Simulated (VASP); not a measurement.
Set up this calculation in VASP 6.6.1, as the native input.

```
Task                               : single point
Functional                         : PBE-based screened hybrid with 25 % exact exchange
Potentials or basis                : VASP PAW PBE potentials, release 64 (Ta_pv, Ni, O)
Cutoff                             : 520 eV
k mesh                             : 2 × 2 × 2
Occupations                        : fermi-dirac, width 0.05 eV
Spin                               : collinear spin, ferromagnetic start
Starting moments                   : [0.0, 0.0, 0.0, 0.0, 1.0, 0.0, 0.0, 0.0, 0.0, 0.0, 0.0, 0.0, 0.0, 0.0, 0.0, 0.0] μB
Dipole correction                  : no
Grid for exact exchange (PRECFOCK) : Fast
Share of exact exchange            : 0.25
Further INCAR settings             : ALGO = Normal; EDIFF = 1e-06; NBANDS = 78
Screening parameter                : 0.3 1/Å
```

Ta4NiO11:

```
CELL_PARAMETERS angstrom
5.29285 -0.00032 -0.02518
-0.04190 5.33569 0.02340
-0.47620 -0.07999 7.89609
ATOMIC_POSITIONS crystal
Ta 0.52261 0.46364 0.51843
Ta 0.55532 0.53163 0.98083
Ta 0.02338 0.98832 0.50961
Ta 0.04916 0.02484 0.01689
Ni 0.06538 0.57998 0.26898
O 0.96711 0.93834 0.23892
O 0.21005 0.28324 0.42990
O 0.27287 0.71995 0.06145
O 0.33888 0.23820 0.03682
O 0.30665 0.75341 0.45874
O 0.50103 0.44858 0.74991
O 0.70564 0.16332 0.48732
O 0.73302 0.83358 0.94060
O 0.85284 0.36497 0.07896
O 0.81889 0.65561 0.47584
O 0.07718 0.01239 0.74680
```

These files were run (other wordings do the same):

POSCAR

```
Ta4NiO11
1.0
    5.2928500000     -0.0003200000     -0.0251800000
   -0.0419000000      5.3356900000      0.0234000000
   -0.4762000000     -0.0799900000      7.8960900000
Ta Ni O
4 1 11
Direct
    0.5226100000      0.4636400000      0.5184300000
    0.5553200000      0.5316300000      0.9808300000
    0.0233800000      0.9883200000      0.5096100000
    0.0491600000      0.0248400000      0.0168900000
    0.0653800000      0.5799800000      0.2689800000
    0.9671100000      0.9383400000      0.2389200000
    0.2100500000      0.2832400000      0.4299000000
    0.2728700000      0.7199500000      0.0614500000
    0.3388800000      0.2382000000      0.0368200000
    0.3066500000      0.7534100000      0.4587400000
    0.5010300000      0.4485800000      0.7499100000
    0.7056400000      0.1633200000      0.4873200000
    0.7330200000      0.8335800000      0.9406000000
    0.8528400000      0.3649700000      0.0789600000
    0.8188900000      0.6556100000      0.4758400000
    0.0771800000      0.0123900000      0.7468000000
```

INCAR.step1

```
SYSTEM = Ta4NiO11
ALGO = Normal ; EDIFF = 1E-5
ENCUT = 520 ; GGA = PE
GGA_COMPAT = .FALSE. ; ISIF = 2
ISMEAR = -1 ; ISPIN = 2
LASPH = .TRUE. ; LCHARG = .FALSE.
LMAXMIX = 4 ; LORBIT = 11
LREAL = .FALSE. ; LUSENCCL = .FALSE.
LWAVE = .TRUE. ; MAGMOM = 0 0 0 0 1 0 0 0 0 0 0 0 0 0 0 0
NBANDS = 78 ; NELM = 200
PREC = Accurate ; SIGMA = 0.05
```

INCAR.step2

```
SYSTEM = Ta4NiO11
AEXX = 0.25 ; ALGO = Normal
EDIFF = 1E-6 ; ENCUT = 520
GGA = PE ; GGA_COMPAT = .FALSE.
HFSCREEN = 0.3 ; ISIF = 2
ISMEAR = -1 ; ISPIN = 2
ISTART = 1 ; LASPH = .TRUE.
LCHARG = .FALSE. ; LHFCALC = .TRUE.
LMAXMIX = 4 ; LORBIT = 11
LREAL = .FALSE. ; LUSENCCL = .FALSE.
LWAVE = .FALSE. ; MAGMOM = 0 0 0 0 1 0 0 0 0 0 0 0 0 0 0 0
NBANDS = 78 ; NELM = 200
PREC = Accurate ; PRECFOCK = Fast
SIGMA = 0.05
```

KPOINTS

```
k-points
0
G
  2 2 2
  0 0 0
```

Potentials or basis: VASP PAW PBE potentials, release 64 (Ta_pv, Ni, O).

Launch:

```bash
$ cat potpaw_PBE.64/Ta_pv/POTCAR potpaw_PBE.64/Ni/POTCAR potpaw_PBE.64/O/POTCAR > POTCAR
$ cp INCAR.step1 INCAR
$ mpirun -np 1 vasp_std > vasp.out
$ cp INCAR.step2 INCAR
$ mpirun -np 1 vasp_std > vasp.out
```

Results of the run:

The pressure is -4.9 GPa, the largest force is 0.423 eV/Å and the band gap on the k mesh is 4.10 eV. The net moment is 2.00 μB per cell. The site moments are Ta +0.00, -0.00 (each value once); Ni +1.71; O +0.06, +0.03, +0.04, +0.00, +0.05 (each value once) μB and the valence electrons inside the program's atomic spheres are Ta 8.86, 8.82, 8.67, 8.61; Ni 8.76; O 5.13, 5.12, 5.11, 5.17, 5.08, 5.07 (each value once).

Caveat: the k points lie up to 0.59 Å⁻¹ apart; the PAW data sets were made with another functional, which shifts forces and pressure a little; spin-orbit coupling is left out, which moves the levels of the heavy elements; a cell with one magnetic atom can't hold antiferromagnetic order, which such compounds often take.

Wall time 42 min on 1 × NVIDIA H100 80GB with 1 thread of AMD EPYC 7R13 Processor (Zen 3), with other jobs on the host, peak memory 1.5 GiB.
